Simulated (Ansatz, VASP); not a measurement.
# Pb: VASP beside Ansatz

```
Pb
1.0
     3.56700    0.00000    0.00000
    -1.78350    3.08911    0.00000
     0.00000    0.00000    5.59000
Pb
2
Direct
  0.33333 0.66667 0.25000
  0.66667 0.33333 0.75000
```

Change from the starting cell: strain +0.025 along x and y, +0.000 along z, atoms carried along.

Alike in both runs: task single point; functional r2SCAN; k mesh 18 × 18 × 10; occupations gaussian, width 0.15 eV; no spin polarisation.

|  | VASP | Ansatz |
| --- | --- | --- |
| version | VASP 6.6.1 | Ansatz 0.2.0 |
| potentials or method | VASP PAW PBE potentials, release 64 (Pb_d), cutoff 520 eV | scalar-relativistic, plane waves, PAW |
| valence electrons in the cell | 28 | 28 |

```csv
,VASP,Ansatz,Ansatz less VASP
gap on the k mesh at the Fermi level (eV),none,none,-
pressure (GPa),0.4,0.4,0.00
"traceless stress, the component that is largest in VASP (GPa)",1.66,1.65,-0.009
```

VASP's potentials were made for PBE, not for r2SCAN. A gap of «none» marks a metal or a gap that the smearing closes. With one functional, cell and mesh, what is left measures potentials, basis and numerics.

Spin-orbit coupling is off throughout.
